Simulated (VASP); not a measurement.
A run of VASP 6.6.1:

INCAR

```
ALGO = Normal
EDIFF = 1E-6
ENCUT = 520
GGA = CA
GGA_COMPAT = False
ISIF = 2
ISMEAR = -1
LASPH = True
LCHARG = False
LORBIT = 11
LORBMOM = True
LREAL = False
LSORBIT = True
LWAVE = False
MAGMOM = 0 0 0 0 0 0
NBANDS = 18
NELM = 150
PREC = Accurate
SIGMA = 0.1
```

Contents of KPOINTS:

```
k-points
0
Gamma
  12 12 7
```

POSCAR

```
Li
1.0
    2.9970132647      0.0000000000      0.0000000000
   -1.4985066324      2.5954896227      0.0000000000
    0.0000000000      0.0000000000      4.8889619042
Li
2
Direct
    0.3333333333      0.6666666667      0.2500000000
    0.6666666667      0.3333333333      0.7500000000
```

Potentials or basis: VASP PAW LDA potentials, release 64 (Li_sv).

The run is started by

```sh
$ cat potpaw_LDA.64/Li_sv/POTCAR > POTCAR
$ mpirun -np 1 vasp_ncl > vasp.out
```

Hardware: 1 thread of AMD EPYC 7R13, with other jobs on the host.

**Question.** Estimate the wall time of this run.

**Answer.** Run time: 2 min on 1 thread of AMD EPYC 7R13 (shared host), peak memory 0.19 GiB. Counts: scf iterations 10, k points 76.
